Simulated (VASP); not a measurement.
Set up this calculation in VASP 6.6.1, as the native input.

```yaml
Task: single point
Functional: PBE
Potentials_or_basis: VASP PAW PBE potentials, release 64 (Y_sv, Mg, Ga_d, C, N)
Cutoff: 520 eV
k_mesh: 4 × 4 × 4
Occupations: gaussian, width 0.1 eV
Spin: collinear spin, ferromagnetic start
Starting_moments: "[0.0, 0.0, 0.0, 0.0, 1.0, 1.0, 1.0, 1.0, 1.0, 1.0, 1.0, 1.0, 1.0, 1.0, 1.0, 1.0] μB"
Dipole_correction: no
Further_INCAR_settings: LREAL = Auto; ALGO = Normal; EDIFF = 1e-07; NBANDS = 59
```

The structure of YMg2GaC6N6 lies in POSCAR:

```
YMg2GaC6N6
1.0
    0.0000000000      5.2760000000      5.2760000000
    5.2760000000      0.0000000000      5.2760000000
    5.2760000000      5.2760000000      0.0000000000
Y Mg Ga C N
1 2 1 6 6
Direct
    0.5000000000      0.5000000000      0.5000000000
    0.2500000000      0.2500000000      0.2500000000
    0.7500000000      0.7500000000      0.7500000000
    0.0000000000      0.0000000000      0.0000000000
    0.8203184200      0.1796815800      0.1796815800
    0.1796815800      0.8203184200      0.1796815800
    0.1796815800      0.1796815800      0.8203184200
    0.1796815800      0.8203184200      0.8203184200
    0.8203184200      0.1796815800      0.8203184200
    0.8203184200      0.8203184200      0.1796815800
    0.7094389700      0.2905610300      0.2905610300
    0.2905610300      0.7094389700      0.2905610300
    0.2905610300      0.2905610300      0.7094389700
    0.2905610300      0.7094389700      0.7094389700
    0.7094389700      0.2905610300      0.7094389700
    0.7094389700      0.7094389700      0.2905610300
```

These files were run (other wordings do the same):

INCAR

```
PREC = Accurate
ENCUT = 520
EDIFF = 1E-7
ISMEAR = 0
SIGMA = 0.1
LREAL = Auto
LASPH = T
NELM = 150
ALGO = Normal
ISIF = 2
LWAVE = F
LCHARG = F
ISPIN = 2
MAGMOM = 0 0 0 0 1 1 1 1 1 1 1 1 1 1 1 1
LORBIT = 11
LMAXMIX = 4
GGA = PE
NBANDS = 59
```

KPOINTS

```
regular mesh
0
Gamma
  4 4 4
```

Potentials or basis: VASP PAW PBE potentials, release 64 (Y_sv, Mg, Ga_d, C, N).

Launch:

```bash
$ cat potpaw_PBE.64/Y_sv/POTCAR potpaw_PBE.64/Mg/POTCAR potpaw_PBE.64/Ga_d/POTCAR potpaw_PBE.64/C/POTCAR potpaw_PBE.64/N/POTCAR > POTCAR
$ mpirun -np 1 vasp_std > vasp.out
```

It gave:

* Pressure: 15.0 GPa
* Largest force: 3.608 eV/Å
* Net moment: 0.00 μB per cell
* Valence electrons inside the program's atomic spheres: Y 10.24; Mg 0.37; Ga 12.54; C 2.64; N 3.93

Caveat: the cell stands under pressure; forces of over 1 eV/Å act on the atoms, so gaps and moduli don't describe the material at rest.

It took 8.2 min on 1 thread of AMD EPYC 7R13 Processor (Zen 3) (shared host), peak memory 0.65 GiB.
